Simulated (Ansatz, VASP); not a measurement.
**Y: VASP beside Ansatz**

INCAR

```
PREC = Accurate
ENCUT = 600
EDIFF = 1E-7
ISMEAR = 0
SIGMA = 0.1
LREAL = False
LASPH = True
NELM = 60
ALGO = Fast
ISIF = 3
LWAVE = False
LCHARG = False
GGA = PS
IBRION = 2
NSW = 70
EDIFFG = -0.005
```

File KPOINTS:

```
regular mesh
0
Gamma
  15 15 8
```

The input POSCAR:

```
Y
1.0
    3.6549408269      0.0000000000      0.0000000000
   -1.8274704135      3.1652716054      0.0000000000
    0.0000000000      0.0000000000      5.6754605045
Y
2
Direct
    0.3333333333      0.6666666667      0.2500000000
    0.6666666667      0.3333333333      0.7500000000
```

Input for Ansatz:

```yaml
crystal:
  lattice:
    - [3.6549408269, 0.0, 0.0]
    - [-1.8274704135, 3.1652716054, 0.0]
    - [0.0, 0.0, 5.6754605045]
  atoms:
    - { symbol: "Y", position: [0.3333333333, 0.6666666667, 0.25] }
    - { symbol: "Y", position: [0.6666666667, 0.3333333333, 0.75] }
basis:
  ecutwfc: 420
kpoints:
  mp_grid: { grid: [15, 15, 8] }
hamiltonian:
  xc: pbesol
scf:
  occupations: { method: gaussian, width: 0.1 }
output:
  forces: true
  stress: true
  eigenvalues: true
  write_density: true
  write_potential: true
  elf: true
  volumetric_format: npy
relax:
  adjacent_minimum: "off"
  f_tol: 0.005
  max_steps: 50
  cell: { stress_tol: 0.05 }
```

Alike in both runs: task relaxation of cell and atoms; functional PBEsol; k mesh 15 × 15 × 8; occupations gaussian, width 0.1 eV; no spin polarisation.

|  | VASP | Ansatz |
| --- | --- | --- |
| version | VASP 6.6.1 | Ansatz 0.2.0 |
| potentials or method | VASP PAW PBE potentials, release 64 (Y_sv), cutoff 600 eV | scalar-relativistic, plane waves, PAW |
| valence electrons in the cell | 22 | 22 |

```tsv
	VASP	Ansatz	Ansatz less VASP
gap on the k mesh at the Fermi level, each at its own relaxed structure (eV)	none	none	-
relaxed volume (Å³/atom)	31.22	31.31	+0.091
relaxed cell length with the largest relative difference (Å)	3.595	3.599	+0.0041
```

VASP's potentials were made for PBE, not for PBEsol. A gap of «none» marks a metal or a gap that the smearing closes.
